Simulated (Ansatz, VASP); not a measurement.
One calculation of Be2ZnSe3, two programs

File INCAR:

```
  PREC = Accurate
  ENCUT = 600
  EDIFF = 1E-6
  ISMEAR = 0
  SIGMA = 0.1
  LREAL = False
  LASPH = True
  NELM = 60
  ALGO = Normal
  ISIF = 3
  LWAVE = False
  LCHARG = False
  GGA = PE
  IBRION = 2
  NSW = 90
  EDIFFG = -0.04
```

Contents of KPOINTS:

```
regular mesh
0
Gamma
  6 6 2
```

POSCAR

```
Be2ZnSe3
1.0
    3.7396188800      0.0000000000      0.0000000000
    0.0000000000      3.7396188800      0.0000000000
    0.0000000000      0.0000000000      8.2387315000
Be Zn Se
2 1 3
Direct
    0.0000000000      0.5000000000      0.7315000300
    0.5000000000      0.0000000000      0.2684999700
    0.0000000000      0.0000000000      0.0000000000
    0.0000000000      0.5000000000      0.3835000100
    0.5000000000      0.0000000000      0.6164999900
    0.5000000000      0.5000000000      0.0000000000
```

Input for Ansatz:

```yaml
crystal:
  lattice:
    - [3.73961888, 0.0, 0.0]
    - [0.0, 3.73961888, 0.0]
    - [0.0, 0.0, 8.2387315]
  atoms:
    - { symbol: Be, position: [0.0, 0.5, 0.73150003] }
    - { symbol: Be, position: [0.5, 0.0, 0.26849997] }
    - { symbol: Zn, position: [0.0, 0.0, 0.0] }
    - { symbol: Se, position: [0.0, 0.5, 0.38350001] }
    - { symbol: Se, position: [0.5, 0.0, 0.61649999] }
    - { symbol: Se, position: [0.5, 0.5, 0.0] }
basis:
  ecutwfc: 420
kpoints:
  mp_grid: { grid: [6, 6, 2] }
hamiltonian:
  xc: pbe
scf:
  occupations: { method: gaussian, width: 0.1 }
  lower_state_search: "off"
output:
  forces: true
  stress: true
  eigenvalues: true
relax:
  adjacent_minimum: "off"
  f_tol: 0.04
  max_steps: 70
  cell: { stress_tol: 0.4 }
```

Change from the starting cell: species swapped into the Ti2CuSb3 type (P-4m2, No. 115).

Alike in both runs: task relaxation of cell and atoms; functional PBE; k mesh 6 × 6 × 2; occupations gaussian, width 0.1 eV; no spin polarisation.

```csv
,VASP,Ansatz
version,VASP 6.6.1,Ansatz 0.2.0
potentials or method,"VASP PAW PBE potentials, release 64 (Be, Zn, Se), cutoff 600 eV","scalar-relativistic, plane waves, PAW"
valence electrons in the cell,34,64
```

Ansatz gave:

```
gap on the k mesh at the Fermi level, each at its own relaxed structure (eV) : none
relaxed volume (Å³/atom)                                                     : 22.87
relaxed cell length with the largest relative difference (Å)                 : 11.396
```

**Question.** Estimate VASP's values.

**Answer.** gap on the k mesh at the Fermi level, each at its own relaxed structure (eV): none; relaxed volume (Å³/atom): 22.88; relaxed cell length with the largest relative difference (Å): 11.379.

A gap of «none» marks a metal or a gap that the smearing closes. VASP's potentials hold 34 valence electrons a cell and Ansatz's 64, so a difference there can come from the potentials and not from the codes.

The k mesh is coarse, so the values compare programs but aren't converged. Noted on VASP's run: the volume moved by over 15 % at a fixed basis, so the end points are rough.
